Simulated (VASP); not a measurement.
AlNi3: single point with r2SCAN

The system is AlNi3.

```
Al Ni
1.0
     0.00000    2.80189    2.80189
     2.80189    0.00000    2.80189
     2.80189    2.80189    0.00000
Al Ni
1 3
Direct
  0.50000 0.50000 0.50000
  0.25000 0.25000 0.25000
  0.00000 0.00000 0.00000
  0.75000 0.75000 0.75000
```

```json
{
 "Program": "VASP 6.6.1",
 "Task": "single point",
 "Functional": "r2SCAN",
 "Potentials or basis": "VASP PAW PBE potentials, release 64 (Al, Ni)",
 "Cutoff": "520 eV",
 "k mesh": "1 × 1 × 1",
 "Occupations": "gaussian, width 0.1 eV",
 "Spin": "no spin polarisation"
}
```

| Property | Result |
| --- | --- |
| Pressure | 3.9 GPa |

Levels at points of the mesh, in eV from the Fermi level:
```csv
k point,band 14,band 15,band 16,band 17,band 18,band 19
"(0.00, 0.00, 0.00)",-5.69,-5.29,-5.29,0.07,0.07,0.07
```

Wall time 29 s on 1 thread of Intel(R) Xeon(R) Platinum 8259CL CPU @ 2.50GHz (Skylake/Cascade Lake) (shared host), peak memory 0.16 GiB.

Caveat: the k points lie up to 1.94 Å⁻¹ apart; the PAW data sets were made with another functional, which shifts forces and pressure a little. Spin polarisation is off, so any magnetic state and its effect on volume and gap are missing.
